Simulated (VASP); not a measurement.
# HfC (Fm-3m) in VASP: settings compared

The runs below take HfC through single point, relaxation of cell and atoms, with BLYP, RPBE+D4+U, PBEsol.

All numbers are computed with VASP 6.6.1; they aren't measurements. Logs are shortened: lines on timing, memory, paths and dates and some standing lists are left out, and cuts for length are marked.

### 1 The cell of the first run

Symmetry: Fm-3m, No. 225, cubic system. Conventional cell: a = 4.701 Å, b = 4.701 Å, c = 4.701 Å, α = 90.00°, β = 90.00°, γ = 90.00°. Within 3.1 Å of Hf (site symmetry m-3m) lie 6 C at 2.35 Å. Within 3.1 Å of C (site symmetry m-3m) lie 6 Hf at 2.35 Å.

### 2 Single point, BLYP

File INCAR:

```
PREC     = Accurate       # precision mode
ENCUT    = 520            # plane-wave cutoff, eV
EDIFF    = 1E-7           # SCF threshold, eV
ISMEAR   = -1             # smearing method
SIGMA    = 0.05           # smearing width, eV
LREAL    = F              # projectors in reciprocal space
LASPH    = T              # aspherical terms in the spheres
NELM     = 80             # most SCF steps
ALGO     = Normal         # electronic algorithm
ISIF     = 2              # what is computed and relaxed
LWAVE    = F              # write WAVECAR
LCHARG   = T              # write CHGCAR
GGA      = B5             # functional
ALDAX    = 1.0          
AGGAX    = 1.0          
AGGAC    = 1.0          
ALDAC    = 0.0          
LELF     = T              # ELF
LVHAR    = T            
NBANDS   = 14             # bands
```

File KPOINTS:

```
Automatic mesh
0
Gamma
  10 10 10
```

File POSCAR:

```
HfC
1.0
    0.0000000000      2.3504735648      2.3504735648
    2.3504735648      0.0000000000      2.3504735648
    2.3504735648      2.3504735648      0.0000000000
Hf C
1 1
Direct
    0.5000000000      0.5000000000      0.5000000000
    0.0000000000      0.0000000000      0.0000000000
```

Potentials or basis: VASP PAW PBE potentials, release 64 (Hf_pv, C).

On the command line:

```
cat potpaw_PBE.64/Hf_pv/POTCAR potpaw_PBE.64/C/POTCAR > POTCAR
mpirun -np 1 vasp_std > vasp.out
```

OUTCAR:

```text
PREC = Accurate
   ENCUT = 520
   EDIFF = 1E-7
   ISMEAR = -1
   LREAL = F
   LASPH = T
   NELM = 80
   ISIF = 2
   GGA = B5

 ion  position               nearest neighbor table
   1  0.500  0.500  0.500-   2 2.35   2 2.35   2 2.35   2 2.35   2 2.35   2 2.35
   2  0.000  0.000  0.000-   1 2.35   1 2.35   1 2.35   1 2.35   1 2.35   1 2.35

  LATTYP: Found a face centered cubic cell.
 ALAT       =     4.7009471296

  Lattice vectors:

 A1 = (   0.0000000000,   2.3504735648,   2.3504735648)
 A2 = (   2.3504735648,   0.0000000000,   2.3504735648)
 A3 = (   2.3504735648,   2.3504735648,   0.0000000000)

Analysis of symmetry for initial positions (statically):
=====================================================================
 Subroutine PRICEL returns:
 Original cell was already a primitive cell.

 Routine SETGRP: Setting up the symmetry group for a
 face centered cubic supercell.

 Subroutine GETGRP returns: Found 48 space group operations
 (whereof 48 operations were pure point group operations)
 out of a pool of 48 trial point group operations.

The static configuration has the point symmetry O_h .

Analysis of symmetry for dynamics (positions and initial velocities):
=====================================================================
 Subroutine PRICEL returns:
 Original cell was already a primitive cell.

 Routine SETGRP: Setting up the symmetry group for a
 face centered cubic supercell.

 Subroutine GETGRP returns: Found 48 space group operations
 (whereof 48 operations were pure point group operations)
 out of a pool of 48 trial point group operations.

The dynamic configuration has the point symmetry O_h .

 Subroutine INISYM returns: Found 48 space group operations
 (whereof 48 operations are pure point group operations),
 and found     1 'primitive' translations

----------------------------------------------------------------------------------------

                                     Primitive cell

  volume of cell :      25.9714

  direct lattice vectors                    reciprocal lattice vectors
     0.000000000  2.350473565  2.350473565    -0.212723090  0.212723090  0.212723090
     2.350473565  0.000000000  2.350473565     0.212723090 -0.212723090  0.212723090
     2.350473565  2.350473565  0.000000000     0.212723090  0.212723090 -0.212723090

  length of vectors
     3.324071593  3.324071593  3.324071593     0.368447200  0.368447200  0.368447200

  position of ions in fractional coordinates (direct lattice)
     0.500000000  0.500000000  0.500000000
     0.000000000  0.000000000  0.000000000

[... 87 lines left out ...]
   NELECT =      14.0000    total number of electrons
   NUPDOWN=      -1.0000    fix difference up-down
   EMIN   =  10.00;   EMAX   =-10.00  energy-range for DOS
   EFERMI =   0.00;   METHOD = LEGACY
   ISMEAR =    -1;   SIGMA  =   0.05  broadening in eV -4-tet -1-fermi 0-gaus
   EFERMI_NEDOS =   21; number of points for ismear=-14 and -15
   IALGO  =     38    algorithm
   IMIX   =      4    mixing-type and parameters
     AMIX     =   0.40;   BMIX     =  1.00
     AMIX_MAG =   1.60;   BMIX_MAG =  1.00
  volume/ion in A,a.u.               =      12.99        87.63
  Fermi-wavevector in a.u.,A,eV,Ry     =   1.332351  2.517779 24.152524  1.775160
  Thomas-Fermi vector in A             =   2.461293
   LORBIT       =      0    0 simple, 1 ext, 2 COOP (PROOUT), +10 PAW based schemes
   GGA     = B5    functional components
   LHFCALC =     F    Hartree Fock is set to
   AEXX    =    0.0000 exact exchange contribution
   IVDW    =     0    specifies the selected vdW correction
   LEPSILON=     F    determine dielectric tensor
   LRPA    =     F    only Hartree local field effects (RPA)
 non-spin polarized calculation
  energy-cutoff  :      520.00
  volume of cell :       25.97
 maximum number of plane-waves:       725
 NGX is ok and might be reduce to    28
   NGX = 13   NGY = 13   NGZ = 13

 number of electron      14.0000001 magnetization

 Free energy of the ion-electron system (eV)
  ---------------------------------------------------
  ext. energy  EPLUGINS =         0.00000000
  ---------------------------------------------------
  free energy    TOTEN  =       -19.13985591 eV

  energy without entropy =      -19.13721051  energy(sigma->0) =      -19.13853321

 E-fermi :   6.2564     XC(G=0): -11.4545

 val. band max:        6.2118384919   @ k =   0.1000   0.0000   0.0000
 cond. band min:       6.2925884964   @ k =   0.2000   0.2000   0.0000
 fundamental gap:      0.0807500046
 Fermi energy:         6.2564080721

 k-point     1 :       0.0000    0.0000    0.0000
  band No.  band energies     occupation
      1     -23.5342      2.00000
      2     -23.5342      2.00000
      3     -23.5342      2.00000
      4      -5.8081      2.00000
      5       7.1600      0.00000
      6       7.1600      0.00000
      7       7.1600      0.00000
      8       7.5693      0.00000
      9       7.5693      0.00000
     10       7.5693      0.00000
     11       9.4292      0.00000
     12       9.4292      0.00000
     13      12.8520      0.00000
     14      17.6314      0.00000
[... 377 lines left out ...]
      1     -23.9632      2.00000
      2     -23.7078      2.00000
      3     -23.6899      2.00000
      4      -3.8643      2.00000
      5       2.6598      2.00000
      6       4.5634      2.00000
      7       5.5123      2.00000
      8       6.4555      0.03660
      9      11.2712      0.00000
     10      12.1950      0.00000
     11      12.3256      0.00000
     12      14.1422      0.00000
     13      17.2824      0.00000
     14      18.6847      0.00000

 [... further k-points ...]

------------------------ aborting loop because EDIFF is reached ----------------------------------------

  FORCE on cell =-STRESS in cart. coord.  units (eV):
  Direction    XX          YY          ZZ          XY          YZ          ZX
  --------------------------------------------------------------------------------------
  -------------------------------------------------------------------------------------
  Total       -0.0221539     -0.0221539     -0.0221539      0.0000000     -0.0000000      0.0000000
  in kB       -1.3666707     -1.3666707     -1.3666707      0.0000000     -0.0000000      0.0000000
  external PRESSURE =      -1.3666707 kB  Pullay stress =       0.0000000 kB

 VOLUME and BASIS-vectors are now :
 -----------------------------------------------------------------------------
  energy-cutoff  :      520.00
  volume of cell :       25.97
      direct lattice vectors                 reciprocal lattice vectors
     0.000000000  2.350473565  2.350473565    -0.212723090  0.212723090  0.212723090
     2.350473565  0.000000000  2.350473565     0.212723090 -0.212723090  0.212723090
     2.350473565  2.350473565  0.000000000     0.212723090  0.212723090 -0.212723090

 POSITION                                       TOTAL-FORCE (eV/Angst)
 -----------------------------------------------------------------------------------
      2.35047      2.35047      2.35047        -0.000000     -0.000000      0.000000
      0.00000      0.00000      0.00000         0.000000      0.000000     -0.000000
 -----------------------------------------------------------------------------------
    total drift:                                0.000000      0.000000      0.000000

  FREE ENERGIE OF THE ION-ELECTRON SYSTEM (eV)
  ---------------------------------------------------
  free  energy   TOTEN  =       -19.1398559098 eV

  energy  without entropy=      -19.1372105138  energy(sigma->0) =      -19.13853321
```

Run time: 45 s. Hardware: 1 thread of Intel Xeon 8259CL, shared host; peak memory 0.17 GiB.

What came out:

- Free energy: -19.1399 eV
- Pressure: -0.1 GPa
- Band gap on the k mesh: zero (band 7 reaches 7.16 eV, above the bottom of band 8 at 5.81 eV)

Caveat: the PAW data sets were made with another functional, which shifts forces and pressure a little; spin-orbit coupling is left out, which moves the levels of the heavy elements.

### 3 Single point, RPBE+D4+U

This run uses another cell than the first one, of 12.68 Å³/atom, 0.977 times its volume.

File INCAR:

```
SYSTEM = HfC
ALGO = Normal ; EDIFF = 1E-6
ENCUT = 520 ; GGA = RP
ISIF = 2 ; ISMEAR = -5
IVDW = 13 ; LASPH = .TRUE.
LCHARG = .TRUE. ; LDAU = .TRUE.
LDAUJ = 0 0 ; LDAUL = 2 -1
LDAUPRINT = 1 ; LDAUTYPE = 2
LDAUU = 3 0 ; LELF = .TRUE.
LMAXMIX = 4 ; LREAL = .FALSE.
LVHAR = .TRUE. ; LWAVE = .FALSE.
NBANDS = 14 ; NELM = 150
PREC = Accurate ; SIGMA = 0.05
```

File KPOINTS:

```
k-points
0
G
  10 10 10
  0 0 0
```

File POSCAR:

```
HfC
1.0
    0.0000000000      2.3321229122      2.3321229122
    2.3321229122      0.0000000000      2.3321229122
    2.3321229122      2.3321229122      0.0000000000
Hf C
1 1
Direct
    0.5000000000      0.5000000000      0.5000000000
    0.0000000000      0.0000000000      0.0000000000
```

Potentials or basis: VASP PAW PBE potentials, release 64 (Hf_pv, C).

On the command line:

```
cat potpaw_PBE.64/Hf_pv/POTCAR potpaw_PBE.64/C/POTCAR > POTCAR
mpirun -np 1 vasp_std > vasp.out
```

Run time: 36 s. Hardware: 1 thread of Intel Xeon 8259CL, shared host; peak memory 0.17 GiB.

It converged, with:

| Quantity | Value |
| --- | --- |
| Free energy | -19.0826 eV |
| Pressure | 4.7 GPa |
| Band gap on the k mesh | zero (band 7 reaches 7.25 eV, above the bottom of band 8 at 5.89 eV) |
| Dispersion energy per atom | -0.464 eV |

Levels at points of the mesh, in eV from the Fermi level:
```csv
k point,band 4,band 5,band 6,band 7,band 8,band 9,band 10,band 11
"(0.00, 0.00, 0.00)",-12.55,0.86,0.86,0.86,1.78,1.78,1.78,3.54
"(0.50, 0.00, 0.00)",-8.83,-6.23,-2.89,-2.89,5.75,5.75,6.02,6.11
"(0.50, 0.50, 0.00)",-10.47,-2.90,-1.48,-0.30,-0.30,5.46,7.22,7.22
```

Eigenvalues of the final occupation matrices:
| site | spin | trace | eigenvalues |
| --- | --- | --- | --- |
| site 1 d | 1 | 0.78 | 0.11 0.11 0.11 0.23 0.23 |
| site 1 d | 2 | 0.78 | 0.11 0.11 0.11 0.23 0.23 |

Caveat: the PAW data sets were made with another functional, which shifts forces and pressure a little; spin-orbit coupling is left out, which moves the levels of the heavy elements; U without spin polarisation on a metal has little footing; pairwise dispersion overbinds metals, which lowers pressure and volume; the U is typed as a test and isn't derived for this compound; tetrahedron occupations give inexact forces and stress in metals.

### 4 Relaxation of cell and atoms, PBEsol

This run uses another cell than the first one, of 12.57 Å³/atom, 0.968 times its volume.

File INCAR:

```
SYSTEM = HfC
  PREC = Accurate
  ENCUT = 600
  EDIFF = 1E-6
  ISMEAR = -1
  SIGMA = 0.05
  LREAL = .FALSE.
  LASPH = .TRUE.
  NELM = 80
  ALGO = Normal
  ISIF = 3
  LWAVE = .FALSE.
  LCHARG = .FALSE.
  GGA = PS
  IBRION = 2
  NSW = 80
  EDIFFG = -0.02
```

File KPOINTS:

```
Automatic mesh
0
G
  10 10 10
  0 0 0
```

File POSCAR:

```
HfC
1.0
    0.0000000000      2.3250000000      2.3250000000
    2.3250000000      0.0000000000      2.3250000000
    2.3250000000      2.3250000000      0.0000000000
Hf C
1 1
Direct
    0.5000000000      0.5000000000      0.5000000000
    0.0000000000      0.0000000000      0.0000000000
```

Potentials or basis: VASP PAW PBE potentials, release 64 (Hf_pv, C).

On the command line:

```
cat potpaw_PBE.64/Hf_pv/POTCAR potpaw_PBE.64/C/POTCAR > POTCAR
mpirun -np 1 vasp_std > vasp.out
```

OUTCAR:

```text
SYSTEM = HfC
   PREC = Accurate
   ENCUT = 600
   EDIFF = 1E-6
   ISMEAR = -1
   LREAL = .FALSE.
   LASPH = .TRUE.
   NELM = 80
   ISIF = 3
   GGA = PS
   IBRION = 2
   NSW = 80
   EDIFFG = -0.02

 ion  position               nearest neighbor table
   1  0.500  0.500  0.500-   2 2.33   2 2.33   2 2.33   2 2.33   2 2.33   2 2.33
   2  0.000  0.000  0.000-   1 2.33   1 2.33   1 2.33   1 2.33   1 2.33   1 2.33

  LATTYP: Found a face centered cubic cell.
 ALAT       =     4.6500000000

  Lattice vectors:

 A1 = (   0.0000000000,   2.3250000000,   2.3250000000)
 A2 = (   2.3250000000,   0.0000000000,   2.3250000000)
 A3 = (   2.3250000000,   2.3250000000,   0.0000000000)

Analysis of symmetry for initial positions (statically):
=====================================================================
 Subroutine PRICEL returns:
[... 257 lines left out ...]
 cond. band min:       6.1713518017   @ k =   0.1000   0.1000   0.0000
 fundamental gap:      0.1401535142
 Fermi energy:         6.0467635930

 k-point     1 :       0.0000    0.0000    0.0000
  band No.  band energies     occupation
      1     -23.3257      2.00000
      2     -23.3257      2.00000
      3     -23.3257      2.00000
      4      -6.4091      2.00000
      5       7.0670      0.00000
      6       7.0670      0.00000
      7       7.0670      0.00000
      8       7.3831      0.00000
      9       7.3831      0.00000
     10       7.3831      0.00000
     11       9.4847      0.00000
[... 309 lines left out ...]
 k-point    24 :       0.4000    0.3000    0.0000
  band No.  band energies     occupation
      1     -23.8802      2.00000
      2     -23.5480      2.00000
      3     -23.5246      2.00000
      4      -4.2426      2.00000
      5       2.2562      2.00000
      6       4.1347      2.00000
      7       5.3191      2.00000
      8       6.2278      0.05215
      9      11.5519      0.00000
     10      12.6144      0.00000
     11      12.7474      0.00000

 [... further k-points ...]
[... 5 lines left out ...]
  --------------------------------------------------------------------------------------
  -------------------------------------------------------------------------------------
  Total       -0.0271045     -0.0271045     -0.0271045     -0.0000000     -0.0000000      0.0000000
  in kB       -1.7783486     -1.7783486     -1.7783486     -0.0000000     -0.0000000      0.0000000
  external PRESSURE =      -1.7783486 kB  Pullay stress =       0.0000000 kB
[... 17 lines left out ...]
  FREE ENERGIE OF THE ION-ELECTRON SYSTEM (eV)
  ---------------------------------------------------
  free  energy   TOTEN  =       -22.1956321631 eV

  energy  without entropy=      -22.1929629996  energy(sigma->0) =      -22.19429758

 reached required accuracy - stopping structural energy minimisation
```

OSZICAR:

```text
N       E                     dE             d eps       ncg     rms          rms(c)
DAV:   1     0.248546826731E+02    0.24855E+02   -0.89749E+03  1034   0.140E+03
DAV:   2    -0.231696337017E+02   -0.48024E+02   -0.45004E+02  1310   0.228E+02
DAV:   3    -0.250686391848E+02   -0.18990E+01   -0.18755E+01  1366   0.336E+01
[... 24 lines left out ...]
DAV:   2    -0.222255370880E+02    0.77382E-01   -0.10526E-01  1034   0.336E+00    0.307E+00
DAV:   3    -0.221957809203E+02    0.29756E-01   -0.92339E-02  1052   0.277E+00    0.191E+00
DAV:   4    -0.221959992480E+02   -0.21833E-03   -0.13540E-03  1252   0.388E-01    0.233E+00
DAV:   5    -0.221956917419E+02    0.30751E-03   -0.54113E-04  1209   0.185E-01    0.313E-01
DAV:   6    -0.221956317632E+02    0.59979E-04   -0.11461E-04  1186   0.688E-02    0.865E-02
DAV:   7    -0.221956321631E+02   -0.39996E-06   -0.29419E-06  1005   0.174E-02
   3 F= -.22195632E+02 E0= -.22194298E+02  d E =-.164205E-01
```

CONTCAR:

```text
HfC
   1.00000000000000
     0.0000000000000000    2.3026884638035989    2.3026884638035989
     2.3026884638035989    0.0000000000000000    2.3026884638035989
     2.3026884638035989    2.3026884638035989    0.0000000000000000
  Hf              C
     1     1
Direct
     0.5000000000000000    0.5000000000000000    0.5000000000000000
     0.0000000000000000    0.0000000000000000    0.0000000000000000

  0.00000000E+00  0.00000000E+00  0.00000000E+00
  0.00000000E+00  0.00000000E+00  0.00000000E+00
```

Run time: 70 s. Hardware: 1 thread of Intel Xeon 8259CL, shared host; peak memory 0.18 GiB.

What came out:

```yaml
Free_energy: -22.1956 eV
Relaxed_volume: 12.21 Å³/atom
Relaxed_cell: a = 3.256 Å, b = 3.256 Å, c = 3.256 Å, α = 60.00°, β = 60.00°, γ = 60.00°
Space_group_after_relaxing_to_0.05_Å: Fm-3m (No. 225)
Energy_gained_by_relaxing: 8.2 meV/atom
Ionic_steps: 3
Pressure_after_relaxing: -0.2 GPa
Band_gap_on_the_k_mesh: zero (band 7 reaches 7.07 eV, above the bottom of band 8 at 5.63 eV)
```

The path:
```tsv
step	energy change (eV)	largest force (eV/Å)	pressure (GPa)	volume (Å³)
1	0.0000	0.0000	-7.04	25.14
2	0.0371	0.0000	14.57	23.18
3	-0.0164	0.0000	-0.18	24.42
```

Final structure:
```
CELL_PARAMETERS angstrom
0.00000 2.30269 2.30269
2.30269 0.00000 2.30269
2.30269 2.30269 0.00000
ATOMIC_POSITIONS crystal
Hf 0.50000 0.50000 0.50000
C 0.00000 0.00000 0.00000
```

Caveat: the PAW data sets were made with another functional, which shifts forces and pressure a little; spin-orbit coupling is left out, which moves the levels of the heavy elements.

(Part 1 of 2 ends here.)
